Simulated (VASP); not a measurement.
Runs of VASP 6.6.1 on Bi. The structure is that of space group P6_3/mmc (No. 194), or close to it. The cells are those of the table. This isn't the form of Bi at room conditions, which is rhombohedral.

| task | cell | cutoff (eV) | gap on the mesh (eV) | pressure (GPa) |
| --- | --- | --- | --- | --- |
| single point | a = 3.453, b = 3.453, c = 5.648 Å, angles 90.0, 90.0, 120.0°, 2 atoms | 520 | none | (a) |
| single point | a = 3.541, b = 3.541, c = 5.838 Å, angles 90.0, 90.0, 120.0°, 2 atoms | 520 | none | -0.1 |
| relaxation of shape and atoms at fixed volume | relaxed from a = 2.848, b = 2.848, c = 4.695 Å, angles 90.0, 90.0, 120.0°, 2 atoms | 600 | none | 157.0 |
| single point | a = 3.355, b = 3.355, c = 5.463 Å, angles 90.0, 90.0, 120.0°, 2 atoms | 520 | none | 13.4 |

Alike in all rows: level PBE; potentials or basis VASP PAW PBE potentials, release 64 (Bi_d); no spin polarisation; k mesh 14 × 14 × 8; smearing fermi-dirac 0.05 eV.

Problem. Fill in the values left out.

Solution. (a) 5.1.

Caveats: spin-orbit coupling is left out, which moves the levels of the heavy elements; the cell stands under pressure (at least some runs).

A k mesh can miss the band edges, and the runs leave out spin-orbit coupling on Bi.

A gap of «none» marks levels without a gap at the run's occupations.
